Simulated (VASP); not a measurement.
Write the native input for VASP 6.6.1 that does the following.

- Task: single point
- Functional: RPBE
- Potentials or basis: VASP PAW PBE potentials, release 64 (Mo_sv, S)
- Cutoff: 520 eV
- k mesh: 10 × 10 × 10
- Occupations: fermi-dirac, width 0.05 eV
- Spin: no spin polarisation
- Dipole correction: no
- Further INCAR settings: ALGO = Normal; EDIFF = 1e-07; NBANDS = 20

The structure of MoS2 lies in POSCAR:

```
MoS2
1.0
    1.6050179981      0.9266575732      8.0376382549
   -1.6050179981      0.9266575732      8.0376382549
    0.0000000000     -1.8533151465      8.0376382549
Mo S
1 2
Direct
    0.0001112128      0.0001112128      0.0001112128
    0.3983029150      0.3983029150      0.3983029150
    0.2685858722      0.2685858722      0.2685858722
```

The input as run:

INCAR

```
  PREC = Accurate
  ENCUT = 520
  EDIFF = 1E-7
  ISMEAR = -1
  SIGMA = 0.05
  LREAL = False
  LASPH = True
  NELM = 80
  ALGO = Normal
  ISIF = 2
  LWAVE = False
  LCHARG = False
  GGA = RP
  NBANDS = 20
```

KPOINTS

```
regular mesh
0
Gamma
  10 10 10
```

Potentials or basis: VASP PAW PBE potentials, release 64 (Mo_sv, S).

Command:

```console
$ cat potpaw_PBE.64/Mo_sv/POTCAR potpaw_PBE.64/S/POTCAR > POTCAR
$ mpirun -np 1 vasp_std > vasp.out
```

It gave:

```
Pressure               : -0.2 GPa
Largest force          : 0.022 eV/Å
Band gap on the k mesh : 1.57 eV (least direct gap 1.86 eV)
```

Caveat: the PAW data sets were made with another functional, which shifts forces and pressure a little.

Wall time 11 min on 1 thread of AMD EPYC 9R45 96-Core Processor (Zen 5), on a shared host, peak memory 0.59 GiB.
